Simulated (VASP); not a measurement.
# Sn2Bi2Te (P6mm) in VASP: single point with PBE

Aim: the single point of Sn2Bi2Te with PBE.

Program: VASP 6.6.1. These are calculated values, not measurements. Logs are shortened: lines on timing, memory, paths and dates and some standing lists are left out, and cuts for length are marked.

## 1. The cell of the first run

Symmetry: P6mm, No. 183, hexagonal system. Conventional cell: a = 5.576 Å, b = 5.576 Å, c = 6.416 Å, α = 90.00°, β = 90.00°, γ = 120.00°. Within 4.2 Å of Sn (site symmetry 3m) lie 2 Bi at 3.16 to 3.26 Å and 3 Sn at 3.22 Å and 3 Te at 3.23 Å. Within 4.2 Å of Bi (site symmetry 3m) lie 2 Sn at 3.16 to 3.26 Å and 3 Bi at 3.22 Å. Within 4.2 Å of Te (site symmetry 6mm) lie 6 Sn at 3.23 Å.

The cell was generated, and may not be a known phase.

## 2. Single point, PBE

INCAR

```
SYSTEM = Sn2Bi2Te
PREC = Accurate
ENCUT = 520
EDIFF = 1E-6
ISMEAR = 0
SIGMA = 0.1
LREAL = .FALSE.
LASPH = .TRUE.
NELM = 100
ALGO = Fast
ISIF = 2
LWAVE = .FALSE.
LCHARG = .TRUE.
GGA = PE
LELF = .TRUE.
LVHAR = .TRUE.
NBANDS = 40
```

KPOINTS

```
regular mesh
0
G
  12 12 6
  0 0 0
```

POSCAR

```
Sn2Bi2Te
1.0
    5.5763186760      0.0000000000      0.0000000000
   -2.7881593380      4.8292336330      0.0000000000
    0.0000000000      0.0000000000      6.4157347757
Sn Bi Te
2 2 1
Direct
    0.3333333333      0.6666666667      0.0694469449
    0.6666666667      0.3333333333      0.0694469449
    0.3333333333      0.6666666667      0.5774762176
    0.6666666667      0.3333333333      0.5774762176
    0.0000000000      0.0000000000      0.1095567352
```

Potentials or basis: VASP PAW PBE potentials, release 64 (Sn_d, Bi_d, Te).

On the command line:

```sh
$ cat potpaw_PBE.64/Sn_d/POTCAR potpaw_PBE.64/Bi_d/POTCAR potpaw_PBE.64/Te/POTCAR > POTCAR
$ mpirun -np 1 vasp_std > vasp.out
```

OUTCAR:

```text
SYSTEM = Sn2Bi2Te
   PREC = Accurate
   ENCUT = 520
   EDIFF = 1E-6
   ISMEAR = 0
   LREAL = .FALSE.
   LASPH = .TRUE.
   NELM = 100
   ISIF = 2
   GGA = PE

 ion  position               nearest neighbor table
   1  0.333  0.667  0.069-   3 3.16   2 3.22   2 3.22   2 3.22   5 3.23   5 3.23   5 3.23   3 3.26

   2  0.667  0.333  0.069-   4 3.16   1 3.22   1 3.22   1 3.22   5 3.23   5 3.23   5 3.23   4 3.26

   3  0.333  0.667  0.577-   1 3.16   4 3.22   4 3.22   4 3.22   1 3.26
   4  0.667  0.333  0.577-   2 3.16   3 3.22   3 3.22   3 3.22   2 3.26
   5  0.000  0.000  0.110-   1 3.23   2 3.23   1 3.23   2 3.23   2 3.23   1 3.23

  LATTYP: Found a hexagonal cell.
 ALAT       =     5.5763186760
 C/A-ratio  =     1.1505323043

  Lattice vectors:

 A1 = (   5.5763186760,   0.0000000000,   0.0000000000)
 A2 = (  -2.7881593380,   4.8292336330,   0.0000000000)
 A3 = (   0.0000000000,   0.0000000000,   6.4157347757)

Analysis of symmetry for initial positions (statically):
=====================================================================
 Subroutine PRICEL returns:
 Original cell was already a primitive cell.

 Routine SETGRP: Setting up the symmetry group for a
 hexagonal supercell.

 Subroutine GETGRP returns: Found 12 space group operations
 (whereof 12 operations were pure point group operations)
 out of a pool of 24 trial point group operations.

The static configuration has the point symmetry C_6v.

Analysis of symmetry for dynamics (positions and initial velocities):
=====================================================================
 Subroutine PRICEL returns:
 Original cell was already a primitive cell.

 Routine SETGRP: Setting up the symmetry group for a
 hexagonal supercell.

 Subroutine GETGRP returns: Found 12 space group operations
 (whereof 12 operations were pure point group operations)
 out of a pool of 24 trial point group operations.

The dynamic configuration has the point symmetry C_6v.

 Subroutine INISYM returns: Found 12 space group operations
 (whereof 12 operations are pure point group operations),
 and found     1 'primitive' translations

----------------------------------------------------------------------------------------

                                     Primitive cell

  volume of cell :     172.7715

  direct lattice vectors                    reciprocal lattice vectors
     5.576318676  0.000000000  0.000000000     0.179329780  0.103536097  0.000000000
    -2.788159338  4.829233633  0.000000000     0.000000000  0.207072193  0.000000000
     0.000000000  0.000000000  6.415734776     0.000000000  0.000000000  0.155866792

[... 94 lines left out ...]
   NFREE  =      0    steps in history (QN), initial steepest desc. (CG)
   ISIF   =      2    stress and relaxation
   ISYM   =      2    0-nonsym 1-usesym 2-fastsym
   POTIM  = 0.5000    time-step for ionic-motion
   TEBEG  =    0.0;   TEEND  =   0.0 temperature during run
   PSTRESS=    0.0 pullay stress
   NELECT =      64.0000    total number of electrons
   NUPDOWN=      -1.0000    fix difference up-down
   EMIN   =  10.00;   EMAX   =-10.00  energy-range for DOS
   EFERMI =   0.00;   METHOD = LEGACY
   ISMEAR =     0;   SIGMA  =   0.10  broadening in eV -4-tet -1-fermi 0-gaus
   EFERMI_NEDOS =   21; number of points for ismear=-14 and -15
   IALGO  =     68    algorithm
   IMIX   =      4    mixing-type and parameters
     AMIX     =   0.40;   BMIX     =  1.00
     AMIX_MAG =   1.60;   BMIX_MAG =  1.00
  volume/ion in A,a.u.               =      34.55       233.18
  Fermi-wavevector in a.u.,A,eV,Ry     =   1.175739  2.221824 18.808165  1.382361
  Thomas-Fermi vector in A             =   2.312114
   LORBIT       =      0    0 simple, 1 ext, 2 COOP (PROOUT), +10 PAW based schemes
   GGA     = PE    functional components
   LHFCALC =     F    Hartree Fock is set to
   AEXX    =    0.0000 exact exchange contribution
   IVDW    =     0    specifies the selected vdW correction
   LEPSILON=     F    determine dielectric tensor
   LRPA    =     F    only Hartree local field effects (RPA)
 non-spin polarized calculation
 RMM-DIIS sequential band-by-band and
 Gauss-broadening in eV      SIGMA  =   0.10
  energy-cutoff  :      520.00
  volume of cell :      172.77
 maximum number of plane-waves:      4692
 NGX is ok and might be reduce to    42
   NGX = 21   NGY = 21   NGZ = 23

 number of electron      63.9999978 magnetization

 Free energy of the ion-electron system (eV)
  ---------------------------------------------------
  ext. energy  EPLUGINS =         0.00000000
  ---------------------------------------------------
  free energy    TOTEN  =       -18.32294723 eV

  energy without entropy =      -18.31303789  energy(sigma->0) =      -18.31799256

 E-fermi :   5.7476     XC(G=0):  -9.2443

 val. band max:        5.7442877344   @ k =   0.5000  -0.0000   0.0000
 cond. band min:       5.7609569878   @ k =   0.4167   0.0833   0.3333
 fundamental gap:      0.0166692534
 Fermi energy:         5.7476056713

 k-point     1 :       0.0000    0.0000    0.0000
  band No.  band energies     occupation
      1     -16.9228      2.00000
      2     -16.9108      2.00000
      3     -16.9108      2.00000
      4     -16.8677      2.00000
      5     -16.8677      2.00000
      6     -16.8068      2.00000
[... 1021 lines left out ...]
     39       9.8656      0.00000
     40      10.8015      0.00000

 [... further k-points ...]

------------------------ aborting loop because EDIFF is reached ----------------------------------------

  FORCE on cell =-STRESS in cart. coord.  units (eV):
  Direction    XX          YY          ZZ          XY          YZ          ZX
  --------------------------------------------------------------------------------------
  -------------------------------------------------------------------------------------
  Total       -0.0556904     -0.0556904     -0.0438021      0.0000000      0.0000000      0.0000000
  in kB       -0.5164387     -0.5164387     -0.4061934      0.0000000      0.0000000      0.0000000
  external PRESSURE =      -0.4796903 kB  Pullay stress =       0.0000000 kB

 VOLUME and BASIS-vectors are now :
 -----------------------------------------------------------------------------
  energy-cutoff  :      520.00
  volume of cell :      172.77
      direct lattice vectors                 reciprocal lattice vectors
     5.576318676  0.000000000  0.000000000     0.179329780  0.103536097  0.000000000
    -2.788159338  4.829233633  0.000000000     0.000000000  0.207072193  0.000000000
     0.000000000  0.000000000  6.415734776     0.000000000  0.000000000  0.155866792

 POSITION                                       TOTAL-FORCE (eV/Angst)
 -----------------------------------------------------------------------------------
     -0.00000      3.21949      0.44555         0.000000     -0.000000      0.001652
      2.78816      1.60974      0.44555        -0.000000      0.000000      0.001652
     -0.00000      3.21949      3.70493         0.000000      0.000000     -0.000890
      2.78816      1.60974      3.70493        -0.000000      0.000000     -0.000890
      0.00000      0.00000      0.70289        -0.000000     -0.000000     -0.001523
 -----------------------------------------------------------------------------------
    total drift:                                0.000000      0.000000      0.001393

  FREE ENERGIE OF THE ION-ELECTRON SYSTEM (eV)
  ---------------------------------------------------
  free  energy   TOTEN  =       -18.3229472341 eV

  energy  without entropy=      -18.3130378906  energy(sigma->0) =      -18.31799256
```

stdout:

```text
POSCAR found type information on POSCAR SnBiTe
 POSCAR found :  3 types and       5 ions
 scaLAPACK will be used
 LDA part: xc-table for (Slater+PW92), standard interpolation
 POSCAR, INCAR and KPOINTS ok, starting setup
 FFT: planning ... GRIDC
 FFT: planning ... GRID_SOFT
 FFT: planning ... GRID
 WAVECAR not read
 entering main loop
```

Wall time 17 min (1 thread of Intel Xeon 8259CL, shared host); peak memory 0.61 GiB.

Results:

```yaml
Free_energy: -18.3229 eV
Pressure: 0.0 GPa
Band_gap_on_the_k_mesh: zero (bands 32 and 33 overlap by 1.49 eV)
```

Caveat: spin-orbit coupling is left out, which moves the levels of the heavy elements.
